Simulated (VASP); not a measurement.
A run of VASP 6.6.1 is set up as follows.

Contents of INCAR:

```
SYSTEM = Fe
  ALGO = Fast
  EDIFF = 1E-6
  EDIFFG = -0.01
  ENCUT = 600
  GGA = PS
  IBRION = 2
  ISIF = 3
  ISMEAR = -1
  ISPIN = 2
  IVDW = 13
  LASPH = .TRUE.
  LCHARG = .FALSE.
  LMAXMIX = 4
  LORBIT = 11
  LREAL = .FALSE.
  LWAVE = .FALSE.
  MAGMOM = 3
  NELM = 150
  NSW = 60
  PREC = Accurate
  SIGMA = 0.05
```

The input KPOINTS:

```
k-points
0
G
  13 13 13
  0 0 0
```

The input POSCAR:

```
Fe
1.0
    0.0000000000      1.9417396906      1.9651051623
    1.4984397099      0.0000000000      1.9651051623
    1.4984397099      1.9417396906      0.0000000000
Fe
1
Direct
    0.0000000000      0.0000000000      0.0000000000
```

Potentials or basis: VASP PAW PBE potentials, release 64 (Fe).

Launch:

```console
$ cat potpaw_PBE.64/Fe/POTCAR > POTCAR
$ mpirun -np 1 vasp_std > vasp.out
```

Question: Predict the space group after relaxing (to 0.1 Å).

Answer: Im-3m (No. 229).

Question: Estimate the relaxed volume.

Answer: 10.65 Å³/atom.

Question: Predict the relaxed cell.

Answer: a = 2.771 Å, b = 2.401 Å, c = 2.400 Å, α = 70.50°, β = 54.76°, γ = 54.74°.

Question: Predict the site moments.

Answer: Fe +2.03 μB.

Step by step:
```tsv
step	energy change (eV)	largest force (eV/Å)	pressure (GPa)	volume (Å³)
1	0.0000	0.0000	-12.83	11.44
2	-0.0085	0.0000	18.35	9.98
3	-0.0397	0.0000	1.24	10.61
4	-0.0501	0.0000	1.55	10.59
5	-0.0533	0.0000	2.10	10.56
6	-0.0534	0.0000	2.09	10.55
7	-0.0530	0.0000	-2.72	10.78
8	-0.0541	0.0000	-0.10	10.65
9	-0.0541	0.0000	-0.06	10.65
10	-0.0542	0.0000	0.06	10.65
11	-0.0542	0.0000	-0.03	10.65
```

Caveat: the PAW data sets were made with another functional, which shifts forces and pressure a little.
